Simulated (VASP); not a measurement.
Write the native input for VASP 6.6.1 that does the following.

```yaml
Task: relaxation of cell and atoms
Functional: PBE
Potentials_or_basis: VASP PAW PBE potentials, release 64 (Nb_sv, As)
Cutoff: 600 eV
k_mesh: 6 × 6 × 6
Occupations: gaussian, width 0.1 eV
Spin: no spin polarisation
Dipole_correction: no
Further_INCAR_settings: ALGO = Normal; EDIFF = 1e-07; IBRION = 2; EDIFFG = -0.04; NSW = 90; ISIF = 3
```

The structure of NbAs lies in POSCAR:

```
NbAs
1.0
    0.0000000000      2.5985719320      2.5985719320
    2.5985719320      0.0000000000      2.5985719320
    2.5985719320      2.5985719320      0.0000000000
Nb As
1 1
Direct
    0.0000000000      0.0000000000      0.0000000000
    0.5000000000      0.5000000000      0.5000000000
```

One way to write it, as run:

INCAR

```
SYSTEM = NbAs
  ALGO = Normal
  EDIFF = 1E-7
  EDIFFG = -0.04
  ENCUT = 600
  GGA = PE
  IBRION = 2
  ISIF = 3
  ISMEAR = 0
  LASPH = .TRUE.
  LCHARG = .FALSE.
  LREAL = .FALSE.
  LWAVE = .FALSE.
  NELM = 100
  NSW = 90
  PREC = Accurate
  SIGMA = 0.1
```

KPOINTS

```
k-points
0
G
  6 6 6
  0 0 0
```

Potentials or basis: VASP PAW PBE potentials, release 64 (Nb_sv, As).

Launch:

```sh
$ cat potpaw_PBE.64/Nb_sv/POTCAR potpaw_PBE.64/As/POTCAR > POTCAR
$ mpirun -np 1 vasp_std > vasp.out
```

It gave:

```yaml
Relaxed_volume: 18.42 Å³/atom
Relaxed_cell: a = 3.735 Å, b = 3.735 Å, c = 3.735 Å, α = 60.00°, β = 60.00°, γ = 60.00°
Space_group_after_relaxing_to_0.1_Å: Fm-3m (No. 225)
Energy_gained_by_relaxing: 19.2 meV/atom
Ionic_steps: 3
Pressure_after_relaxing: -0.1 GPa
```

Caveat: the highest band is partly filled, so the run has too few bands.

It took 49 s on 1 thread of AMD EPYC 7R43 64-Core Processor (Zen 3) (shared host), peak memory 0.14 GiB.
